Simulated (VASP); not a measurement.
Write the native input for VASP 6.6.1 that does the following.

```
Task                   : single point
Functional             : PBE
Potentials or basis    : VASP PAW PBE potentials, release 64 (Na_pv, Nb_sv)
Cutoff                 : 520 eV
k mesh                 : 10 × 10 × 14
Occupations            : gaussian, width 0.1 eV
Spin                   : no spin polarisation
Dipole correction      : no
Further INCAR settings : ALGO = Fast; EDIFF = 1e-07; NBANDS = 31
```

The structure of NaNb3 lies in POSCAR:

```
NaNb3
1.0
    4.6570937283      0.0000000000      0.0000000000
    0.0000000000      4.6570937283      0.0000000000
    0.0000000000      0.0000000000      3.4549457791
Na Nb
1 3
Direct
    0.0000000000      0.0000000000      0.0000000000
    0.0000000000      0.5000000000      0.5000000000
    0.5000000000      0.0000000000      0.5000000000
    0.5000000000      0.5000000000      0.0000000000
```

The input as run:

INCAR

```
SYSTEM = NaNb3
PREC = Accurate
ENCUT = 520
EDIFF = 1E-7
ISMEAR = 0
SIGMA = 0.1
LREAL = .FALSE.
LASPH = .TRUE.
NELM = 100
ALGO = Fast
ISIF = 2
LWAVE = .FALSE.
LCHARG = .TRUE.
GGA = PE
LELF = .TRUE.
LVHAR = .TRUE.
NBANDS = 31
```

KPOINTS

```
regular mesh
0
G
  10 10 14
  0 0 0
```

Potentials or basis: VASP PAW PBE potentials, release 64 (Na_pv, Nb_sv).

Command:

```console
$ cat potpaw_PBE.64/Na_pv/POTCAR potpaw_PBE.64/Nb_sv/POTCAR > POTCAR
$ mpirun -np 1 vasp_std > vasp.out
```

Results of the run:

| Quantity | Value |
| --- | --- |
| Pressure | -0.1 GPa |
| Band gap on the k mesh | zero (band 23 reaches 10.34 eV, above the bottom of band 24 at 8.02 eV) |

Run time: 18 min on 1 thread of Intel Xeon 6975P-C, on a shared host, peak memory 0.42 GiB.
